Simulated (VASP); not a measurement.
The system is In.

```
CELL_PARAMETERS angstrom
1.57875 -2.92257 0.00000
1.57875 2.92257 0.00000
0.00000 0.00000 3.03906
ATOMIC_POSITIONS crystal
In 0.00000 0.00000 0.00000
```

- Program: VASP 6.6.1
- Task: relaxation of cell and atoms
- Functional: PBE
- Potentials or basis: VASP PAW PBE potentials, release 64 (In_d)
- Cutoff: 600 eV
- k mesh: 6 × 6 × 6
- Occupations: gaussian, width 0.1 eV
- Spin: no spin polarisation

At the start: pressure 0.7 GPa; volume 28.04 Å³/atom.

How do energy, volume and symmetry change on relaxing?

Over 6 steps the energy falls by 9.8 meV/atom and the volume is 28.36 Å³/atom (+1.1 %); space group Cmmm (No. 65, to 0.05 Å).

Step by step:
| step | energy change (eV) | largest force (eV/Å) | pressure (GPa) | volume (Å³) |
| --- | --- | --- | --- | --- |
| 1 | 0.0000 | 0.0000 | 0.67 | 28.04 |
| 2 | -0.0091 | 0.0000 | -0.09 | 28.51 |
| 3 | -0.0090 | 0.0000 | -0.17 | 28.54 |
| 4 | -0.0091 | 0.0000 | -0.13 | 28.53 |
| 5 | -0.0095 | 0.0000 | -0.05 | 28.45 |
| 6 | -0.0098 | 0.0000 | 0.01 | 28.36 |

Final structure:
```
CELL_PARAMETERS angstrom
1.59605 -2.85898 0.00000
1.59605 2.85898 0.00000
0.00000 0.00000 3.10802
ATOMIC_POSITIONS crystal
In 0.00000 0.00000 0.00000
```

Caveat: the k points lie up to 0.38 Å⁻¹ apart in the final cell.
